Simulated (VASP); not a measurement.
# TaN (Fm-3m) in VASP: further runs

TaN is run at these levels: r2SCAN; tasks: relaxation of cell and atoms, single point.

Program: VASP 6.6.1. These are calculated values, not measurements. Logs are shortened: lines on timing, memory, paths and dates and some standing lists are left out, and cuts for length are marked.

## Step 1: The cell of the first run

The structure is cubic, space group Fm-3m (No. 225). The conventional cell has a = 4.398 Å, b = 4.398 Å, c = 4.398 Å, α = 90.00°, β = 90.00°, γ = 90.00°. Within 2.9 Å of Ta (site symmetry m-3m) lie 6 N at 2.20 Å. Within 2.9 Å of N (site symmetry m-3m) lie 6 Ta at 2.20 Å.

## Step 2: Relaxation of cell and atoms, r2SCAN

Input file POSCAR:

```
TaN
1.0
    0.0000000000      2.1989133438      2.1989133438
    2.1989133438      0.0000000000      2.1989133438
    2.1989133438      2.1989133438      0.0000000000
Ta N
1 1
Direct
    0.5000000000      0.5000000000      0.5000000000
    0.0000000000      0.0000000000      0.0000000000
```

Input file INCAR.step1:

```
PREC = Accurate ; ENCUT = 600
ISMEAR = 0 ; SIGMA = 0.1
LREAL = False ; LASPH = True
NELM = 80 ; GGA = PE
ALGO = Normal ; EDIFF = 1E-4
LWAVE = True ; LCHARG = False
```

Input file INCAR.step2:

```
PREC = Accurate ; ENCUT = 600
EDIFF = 1E-6 ; ISMEAR = 0
SIGMA = 0.1 ; LREAL = False
LASPH = True ; NELM = 80
ALGO = Normal ; ISIF = 3
LWAVE = False ; LCHARG = False
METAGGA = R2SCAN ; LMIXTAU = True
IBRION = 2 ; NSW = 100
EDIFFG = -0.005 ; ISTART = 1
```

Input file KPOINTS:

```
Automatic mesh
0
Gamma
  16 16 16
```

Potentials or basis: VASP PAW PBE potentials, release 64 (Ta_pv, N).

Started as:

```console
> cat potpaw_PBE.64/Ta_pv/POTCAR potpaw_PBE.64/N/POTCAR > POTCAR
> cp INCAR.step1 INCAR
> mpirun -np 1 vasp_std > vasp.out
> cp INCAR.step2 INCAR
> mpirun -np 1 vasp_std > vasp.out
```

OUTCAR:

```text
PREC = Accurate
   ENCUT = 600
   EDIFF = 1E-6
   ISMEAR = 0
   LREAL = False
   LASPH = True
   NELM = 80
   ISIF = 3
   METAGGA = R2SCAN
   IBRION = 2
   NSW = 100
   EDIFFG = -0.005
   ISTART = 1

 ion  position               nearest neighbor table
   1  0.500  0.500  0.500-   2 2.20   2 2.20   2 2.20   2 2.20   2 2.20   2 2.20
   2  0.000  0.000  0.000-   1 2.20   1 2.20   1 2.20   1 2.20   1 2.20   1 2.20

  LATTYP: Found a face centered cubic cell.
 ALAT       =     4.3978266876

  Lattice vectors:

 A1 = (   0.0000000000,   2.1989133438,   2.1989133438)
 A2 = (   2.1989133438,   0.0000000000,   2.1989133438)
 A3 = (   2.1989133438,   2.1989133438,   0.0000000000)

Analysis of symmetry for initial positions (statically):
=====================================================================
 Subroutine PRICEL returns:
 Original cell was already a primitive cell.

 Routine SETGRP: Setting up the symmetry group for a
 face centered cubic supercell.

 Subroutine GETGRP returns: Found 48 space group operations
 (whereof 48 operations were pure point group operations)
 out of a pool of 48 trial point group operations.

The static configuration has the point symmetry O_h .

Analysis of symmetry for dynamics (positions and initial velocities):
=====================================================================
 Subroutine PRICEL returns:
 Original cell was already a primitive cell.

 Routine SETGRP: Setting up the symmetry group for a
 face centered cubic supercell.

 Subroutine GETGRP returns: Found 48 space group operations
 (whereof 48 operations were pure point group operations)
 out of a pool of 48 trial point group operations.

The dynamic configuration has the point symmetry O_h .

 Subroutine INISYM returns: Found 48 space group operations
 (whereof 48 operations are pure point group operations),
 and found     1 'primitive' translations

----------------------------------------------------------------------------------------

                                     Primitive cell

  volume of cell :      21.2645

  direct lattice vectors                    reciprocal lattice vectors
     0.000000000  2.198913344  2.198913344    -0.227385041  0.227385041  0.227385041
     2.198913344  0.000000000  2.198913344     0.227385041 -0.227385041  0.227385041
     2.198913344  2.198913344  0.000000000     0.227385041  0.227385041 -0.227385041

  length of vectors
     3.109733073  3.109733073  3.109733073     0.393842443  0.393842443  0.393842443

  position of ions in fractional coordinates (direct lattice)
     0.500000000  0.500000000  0.500000000
     0.000000000  0.000000000  0.000000000

  ion indices of the primitive-cell ions
   primitive index   ion index
                 1           1
                 2           2

----------------------------------------------------------------------------------------

 KPOINTS: Automatic mesh

Automatic generation of k-mesh.
 Grid dimensions read from file:
 generate k-points for:   16   16   16

 Generating k-lattice:

  Cartesian coordinates                     Fractional coordinates (reciprocal lattice)
    -0.014211565  0.014211565  0.014211565     0.062500000  0.000000000  0.000000000
     0.014211565 -0.014211565  0.014211565     0.000000000  0.062500000  0.000000000
     0.014211565  0.014211565 -0.014211565     0.000000000  0.000000000  0.062500000

  Length of vectors
     0.024615153  0.024615153  0.024615153

  Shift w.r.t. Gamma in fractional coordinates (k-lattice)
     0.000000000  0.000000000  0.000000000

 Subroutine IBZKPT returns following result:
 ===========================================

 Found    145 irreducible k-points:

 Following reciprocal coordinates:
            Coordinates               Weight
  0.000000  0.000000  0.000000      1.000000
  0.062500  0.000000  0.000000      8.000000
  0.125000  0.000000  0.000000      8.000000
  0.187500  0.000000  0.000000      8.000000
  0.250000  0.000000  0.000000      8.000000
  0.312500  0.000000  0.000000      8.000000
[... 16 lines left out ...]
 -0.125000  0.062500  0.000000     24.000000
 -0.062500  0.062500  0.000000     12.000000
 [... further k-points ...]
   k-points           NKPTS =    145   k-points in BZ     NKDIM =    145   number of bands    NBANDS=     12
   number of dos      NEDOS =    301   number of ions     NIONS =      2
   total plane-waves  NPLWV =  21952
   dimension x,y,z NGX =    28 NGY =   28 NGZ =   28
   dimension x,y,z NGXF=    56 NGYF=   56 NGZF=   56
   ions per type =               1   1
   NGX,Y,Z   is equivalent  to a cutoff of  14.97, 14.97, 14.97 a.u.
   NGXF,Y,Z  is equivalent  to a cutoff of  29.94, 29.94, 29.94 a.u.
 SYSTEM =  unknown system
   PREC   = accura    normal or accurate (medium, high low for compatibility)
   ISTART =      1    job   : 0-new  1-cont  2-samecut
   ICHARG =      0    charge: 1-file 2-atom 10-const
   ISPIN  =      1    spin polarized calculation?
   LNONCOLLINEAR =      F non collinear calculations
   LSORBIT =      F    spin-orbit coupling
   LASPH  =      T    aspherical Exc in radial PAW
   ENCUT  =  600.0 eV  44.10 Ry    6.64 a.u.   6.21  6.21  6.21*2*pi/ulx,y,z
   NELM   =     80;   NELMIN=  2; NELMDL=  0     # of ELM steps
   EDIFF  = 0.1E-05   stopping-criterion for ELM
   LREAL  =      F    real-space projection
   EDIFFG = -.5E-02   stopping-criterion for IOM
   NSW    =    100    number of steps for IOM
   IBRION =      2    ionic relax: 0-MD 1-quasi-New 2-CG
   NFREE  =      1    steps in history (QN), initial steepest desc. (CG)
   ISIF   =      3    stress and relaxation
   ISYM   =      2    0-nonsym 1-usesym 2-fastsym
   POTIM  = 0.5000    time-step for ionic-motion
   TEBEG  =    0.0;   TEEND  =   0.0 temperature during run
   PSTRESS=    0.0 pullay stress
   NELECT =      16.0000    total number of electrons
   NUPDOWN=      -1.0000    fix difference up-down
   EMIN   =  10.00;   EMAX   =-10.00  energy-range for DOS
   EFERMI =   0.00;   METHOD = LEGACY
   ISMEAR =     0;   SIGMA  =   0.10  broadening in eV -4-tet -1-fermi 0-gaus
   EFERMI_NEDOS =   21; number of points for ismear=-14 and -15
   IALGO  =     38    algorithm
   IMIX   =      4    mixing-type and parameters
     AMIX     =   0.40;   BMIX     =  1.00
     AMIX_MAG =   1.60;   BMIX_MAG =  1.00
  volume/ion in A,a.u.               =      10.63        71.75
  Fermi-wavevector in a.u.,A,eV,Ry     =   1.489007  2.813815 30.166042  2.217142
  Thomas-Fermi vector in A             =   2.601970
   LORBIT       =      0    0 simple, 1 ext, 2 COOP (PROOUT), +10 PAW based schemes
   METAGGA = R2SCAN    functional components
   LHFCALC =     F    Hartree Fock is set to
   AEXX    =    0.0000 exact exchange contribution
   IVDW    =     0    specifies the selected vdW correction
   LEPSILON=     F    determine dielectric tensor
   LRPA    =     F    only Hartree local field effects (RPA)
 conjugate gradient relaxation of ions
 non-spin polarized calculation
 Gauss-broadening in eV      SIGMA  =   0.10
  energy-cutoff  :      600.00
  volume of cell :       21.26
 maximum number of plane-waves:       725
 NGX is ok and might be reduce to    28
   NGX = 13   NGY = 13   NGZ = 13

--------------------------------------- Ionic step        1  -------------------------------------------

 number of electron      15.9999999 magnetization

 Free energy of the ion-electron system (eV)
  ---------------------------------------------------
  ext. energy  EPLUGINS =         0.00000000
  ---------------------------------------------------
  free energy    TOTEN  =       -59.62538244 eV

  energy without entropy =      -59.61987705  energy(sigma->0) =      -59.62262974

------------------------ aborting loop because EDIFF is reached ----------------------------------------

  FORCE on cell =-STRESS in cart. coord.  units (eV):
  Direction    XX          YY          ZZ          XY          YZ          ZX
  --------------------------------------------------------------------------------------
  -------------------------------------------------------------------------------------
  Total        0.2201440      0.2201440      0.2201440      0.0000000     -0.0000000      0.0000000
  in kB       16.5868198     16.5868198     16.5868198      0.0000000     -0.0000000      0.0000000
  external PRESSURE =      16.5868198 kB  Pullay stress =       0.0000000 kB
[... 57 lines left out ...]
  energy  without entropy=      -59.6173563049  energy(sigma->0) =      -59.62015292

--------------------------------------- Ionic step        3  -------------------------------------------

 number of electron      15.9999999 magnetization

 Free energy of the ion-electron system (eV)
  ---------------------------------------------------
  ext. energy  EPLUGINS =         0.00000000
  ---------------------------------------------------
  free energy    TOTEN  =       -59.62588310 eV

  energy without entropy =      -59.62035223  energy(sigma->0) =      -59.62311766

 E-fermi :   9.5546     XC(G=0): -14.4249

 val. band max:        9.5423439415   @ k =  -0.3125   0.3750   0.1875
 cond. band min:       9.5558938806   @ k =  -0.3125   0.3125   0.1250
 fundamental gap:      0.0135499391
 Fermi energy:         9.5545670105

 k-point     1 :       0.0000    0.0000    0.0000
  band No.  band energies     occupation
      1     -27.5984      2.00000
      2     -27.5984      2.00000
      3     -27.5984      2.00000
      4     -10.4170      2.00000
      5       5.4265      2.00000
      6       5.4265      2.00000
      7       5.4265      2.00000
      8       7.4057      2.00000
      9       7.4057      2.00000
     10       7.4057      2.00000
     11       9.6912      0.05329
     12       9.6912      0.05329
[... 331 lines left out ...]
 k-point    24 :      -0.0625    0.0625    0.0000
  band No.  band energies     occupation
      1     -27.6832      2.00000
      2     -27.6205      2.00000
      3     -27.6003      2.00000
      4     -10.1686      2.00000
      5       4.2109      2.00000
      6       4.5427      2.00000
      7       4.8980      2.00000
      8       7.5841      2.00000
      9       7.7825      2.00000
     10       8.1180      2.00000
     11      10.1168      0.00000
     12      10.9797      0.00000

 [... further k-points ...]

------------------------ aborting loop because EDIFF is reached ----------------------------------------

  FORCE on cell =-STRESS in cart. coord.  units (eV):
  Direction    XX          YY          ZZ          XY          YZ          ZX
  --------------------------------------------------------------------------------------
  -------------------------------------------------------------------------------------
  Total        0.0009268      0.0009268      0.0009268      0.0000000     -0.0000000      0.0000000
  in kB        0.0695050      0.0695050      0.0695050      0.0000000     -0.0000000      0.0000000
  external PRESSURE =       0.0695050 kB  Pullay stress =       0.0000000 kB
[... 17 lines left out ...]
  FREE ENERGIE OF THE ION-ELECTRON SYSTEM (eV)
  ---------------------------------------------------
  free  energy   TOTEN  =       -59.6258830955 eV

  energy  without entropy=      -59.6203522265  energy(sigma->0) =      -59.62311766

 reached required accuracy - stopping structural energy minimisation
```

It took 6.9 min on 1 thread of Intel Xeon Platinum 8375C at 2.90GHz (Ice Lake), shared host; peak memory 0.21 GiB.

What came out:

```yaml
Free_energy: -59.6259 eV
Relaxed_volume: 10.68 Å³/atom
Relaxed_cell: a = 3.115 Å, b = 3.115 Å, c = 3.115 Å, α = 60.00°, β = 60.00°, γ = 60.00°
Space_group_after_relaxing_to_0.1_Å: Fm-3m (No. 225)
Energy_gained_by_relaxing: 0.3 meV/atom
Ionic_steps: 3
Pressure_after_relaxing: 0.0 GPa
Band_gap_on_the_k_mesh: zero (bands 8 and 9 overlap by 4.06 eV)
```

The path:
```tsv
step	energy change (eV)	largest force (eV/Å)	pressure (GPa)	volume (Å³)
1	0.0000	0.0000	1.66	21.26
2	0.0024	0.0000	-3.84	21.61
3	-0.0005	0.0000	0.01	21.36
```

Final structure:
```cif
data_structure
_symmetry_space_group_name_H-M 'P 1'
_symmetry_Int_Tables_number 1
_cell_length_a 3.1145
_cell_length_b 3.1145
_cell_length_c 3.1145
_cell_angle_alpha 60.000
_cell_angle_beta 60.000
_cell_angle_gamma 60.000
_cell_volume 21.36
loop_
_atom_site_label
_atom_site_type_symbol
_atom_site_fract_x
_atom_site_fract_y
_atom_site_fract_z
_atom_site_occupancy
Ta1 Ta 0.50000 0.50000 0.50000 1
N1 N 0.00000 0.00000 0.00000 1
```

Caveat: the highest band is partly filled, so the run has too few bands; the PAW data sets were made with another functional, which shifts forces and pressure a little; spin-orbit coupling is left out, which moves the levels of the heavy elements.

## Step 3: Single point, r2SCAN (equal strain along all axes, cell held: -1.5 %)

Input file POSCAR:

```
TaN
1.0
    2.1652923208      2.1652923208      0.0000000000
   -2.1652923208      2.1652923208      0.0000000000
    0.0000000000      0.0000000000      4.3305846417
Ta N
2 2
Direct
    0.5000000000      0.5000000000      0.0000000000
    0.0000000000      0.0000000000      0.5000000000
    0.0000000000      0.0000000000      0.0000000000
    0.5000000000      0.5000000000      0.5000000000
```

Input file INCAR.step1:

```
SYSTEM = TaN
PREC = Accurate ; ENCUT = 520
ISMEAR = 0 ; SIGMA = 0.1
LREAL = .False. ; LASPH = .True.
NELM = 80 ; NBANDS = 24
GGA = PE ; ALGO = Normal
EDIFF = 1E-4 ; LWAVE = .True.
LCHARG = .False.
```

Input file INCAR.step2:

```
SYSTEM = TaN
PREC = Accurate ; ENCUT = 520
EDIFF = 1E-6 ; ISMEAR = 0
SIGMA = 0.1 ; LREAL = .False.
LASPH = .True. ; NELM = 80
ALGO = Normal ; ISIF = 2
LWAVE = .False. ; LCHARG = .False.
METAGGA = R2SCAN ; LMIXTAU = .True.
NBANDS = 24 ; ISTART = 1
```

Input file KPOINTS:

```
regular mesh
0
Gamma
  16 16 12
  0 0 0
```

Potentials or basis: VASP PAW PBE potentials, release 64 (Ta_pv, N).

Started as:

```console
> cat potpaw_PBE.64/Ta_pv/POTCAR potpaw_PBE.64/N/POTCAR > POTCAR
> cp INCAR.step1 INCAR
> mpirun -np 1 vasp_std > vasp.out
> cp INCAR.step2 INCAR
> mpirun -np 1 vasp_std > vasp.out
```

Run time: 15 min. Hardware: 1 thread of Oxide Virtual Turin-like, shared host; peak memory 0.33 GiB.

It converged, with:

```yaml
Free_energy: -119.1262 eV
Pressure: 19.9 GPa
Band_gap_on_the_k_mesh: zero (bands 16 and 17 overlap by 4.38 eV)
```

Levels at points of the mesh, in eV from the Fermi level:
```csv
k point,band 13,band 14,band 15,band 16,band 17,band 18,band 19,band 20
"(0.00, 0.00, 0.00)",-4.28,-4.28,-4.28,-2.30,-2.30,-2.30,0.14,0.14
"(0.50, 0.00, 0.00)",-7.25,-7.25,0.44,0.44,0.69,0.69,1.91,1.91
"(0.50, 0.50, 0.00)",-5.11,-5.11,-5.11,-5.11,2.37,2.37,3.83,3.83
"(0.00, 0.00, 0.50)",-5.42,-5.42,-4.47,-4.47,1.14,1.14,1.79,1.79
"(0.50, 0.00, 0.50)",-8.35,-8.35,2.08,2.08,2.08,2.08,2.23,2.23
"(0.50, 0.50, 0.50)",-7.37,-7.37,-0.21,-0.21,-0.21,-0.21,3.84,3.84
```

Caveat: the cell differs from its parent crystal (equal strain along all axes, cell held: -1.5 %); the cell stands under pressure; the PAW data sets were made with another functional, which shifts forces and pressure a little; spin-orbit coupling is left out, which moves the levels of the heavy elements.

(Continued in part 2 of 2.)
